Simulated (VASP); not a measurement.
Wanted: the native input for a VASP 6.6.1 run.

```
Task                   : single point
Functional             : PBE
Potentials or basis    : VASP PAW PBE potentials, release 64 (Co)
Cutoff                 : 520 eV
k mesh                 : 10 × 10 × 6
Occupations            : fermi-dirac, width 0.05 eV
Spin                   : collinear spin, zero start
Starting moments       : [0.0, 0.0] μB
Fixed moment           : 0 μB
Dipole correction      : no
Further INCAR settings : ALGO = Normal; EDIFF = 1e-07; NBANDS = 20
```

The structure of Co lies in POSCAR:

```
Co
1.0
    2.4873648738      0.0000000000      0.0000000000
   -1.2436824369      2.1541211692      0.0000000000
    0.0000000000      0.0000000000      4.0632895034
Co
2
Direct
    0.3333333333      0.6666666667      0.7401390000
    0.6666666667      0.3333333333      0.2598610000
```

One way to write it, as run:

INCAR

```
PREC = Accurate
ENCUT = 520
EDIFF = 1E-7
ISMEAR = -1
SIGMA = 0.05
LREAL = F
LASPH = T
NELM = 150
ALGO = Normal
ISIF = 2
LWAVE = F
LCHARG = T
ISPIN = 2
MAGMOM = 0 0
LORBIT = 11
NUPDOWN = 0.0
LMAXMIX = 4
GGA = PE
LELF = T
LVHAR = T
NBANDS = 20
```

KPOINTS

```
regular mesh
0
Gamma
  10 10 6
```

Potentials or basis: VASP PAW PBE potentials, release 64 (Co).

Command:

```console
$ cat potpaw_PBE.64/Co/POTCAR > POTCAR
$ mpirun -np 1 vasp_std > vasp.out
```

It gave:

```yaml
Pressure: -11.4 GPa
Largest_force: 0.571 eV/Å
Net_moment: 0.00 μB per cell
Valence_electrons_inside_the_program's_atomic_spheres: Co 8.27
```

Caveat: the cell stands under tension; the total moment is fixed, so each spin has its own Fermi level.

Run time: 100 s on 1 thread of Intel Xeon 8259CL, with other jobs on the host, peak memory 0.16 GiB.
